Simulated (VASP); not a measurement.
Wanted: the native input for a VASP 6.6.1 run.

- Task: single point
- Functional: LDA
- Potentials or basis: VASP PAW LDA potentials, release 64 (Si, C)
- Cutoff: 520 eV
- k mesh: 14 × 14 × 3
- Occupations: gaussian, width 0.01 eV
- Spin: no spin polarisation
- Dipole correction: no
- Further INCAR settings: ALGO = Normal; EDIFF = 1e-06; NBANDS = 36

The structure of SiC lies in POSCAR:

```
SiC
1.0
    3.0592483347      0.0000000000      0.0000000000
   -1.5296241673      2.6493867743      0.0000000000
    0.0000000000      0.0000000000     15.0107787099
Si C
6 6
Direct
    0.0000000000      0.0000000000     -0.0002767419
    0.0000000000      0.0000000000      0.4997232581
    0.3333333333      0.6666666667      0.1665018035
    0.6666666667      0.3333333333      0.6665018035
    0.6666666667      0.3333333333      0.3329913030
    0.3333333333      0.6666666667      0.8329913030
    0.3333333333      0.6666666667      0.0415110604
    0.6666666667      0.3333333333      0.5415110604
    0.6666666667      0.3333333333      0.2080027265
    0.3333333333      0.6666666667      0.7080027265
    0.0000000000      0.0000000000      0.3743698486
    0.0000000000      0.0000000000      0.8743698486
```

One way to write it, as run:

INCAR

```
SYSTEM = SiC
ALGO = Normal
EDIFF = 1E-6
ENCUT = 520
GGA = CA
ISIF = 2
ISMEAR = 0
LASPH = .TRUE.
LCHARG = .FALSE.
LREAL = .FALSE.
LWAVE = .FALSE.
NBANDS = 36
NELM = 100
PREC = Accurate
SIGMA = 0.01
```

KPOINTS

```
k-points
0
G
  14 14 3
  0 0 0
```

Potentials or basis: VASP PAW LDA potentials, release 64 (Si, C).

The run is started by

```bash
$ cat potpaw_LDA.64/Si/POTCAR potpaw_LDA.64/C/POTCAR > POTCAR
$ mpirun -np 1 vasp_std > vasp.out
```

It gave:

```json
{
  "Pressure": "0.4 GPa",
  "Band gap on the k mesh": "1.97 eV, indirect (least direct gap 3.07 eV)"
}
```

Run time: 3.6 min on 1 thread of Intel Xeon 6975P-C (shared host), peak memory 0.29 GiB.
